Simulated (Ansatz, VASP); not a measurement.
# One calculation of CsIn, two programs

```
Cs In
1.0
     3.20064   -6.65239    0.00000
     3.20064    6.65239    0.00000
     0.00000    0.00000    5.17969
Cs In
2 2
Direct
  0.15066 0.84934 0.75000
  0.84934 0.15066 0.25000
  0.45605 0.54395 0.75000
  0.54395 0.45605 0.25000
```

Alike in both runs: functional PBE; k mesh 8 × 8 × 10; occupations gaussian, width 0.1 eV; no spin polarisation.

Ansatz relaxed the structure, and its values are those at the end. VASP's run is a single point on that final structure, the one shown.

```csv
,VASP,Ansatz
version,VASP 6.6.1,Ansatz 0.2.0
potentials or method,"VASP PAW PBE potentials, release 64 (Cs_sv, In_d), cutoff 520 eV","scalar-relativistic, plane waves, PAW"
valence electrons in the cell,44,44
```

|  | VASP | Ansatz | Ansatz less VASP |
| --- | --- | --- | --- |
| gap on the k mesh at the Fermi level (eV) | none | none | - |
| pressure (GPa) | 0.0 | 0.0 | +0.01 |

A gap of «none» marks a metal or a gap that the smearing closes.

Spin-orbit coupling is off throughout.
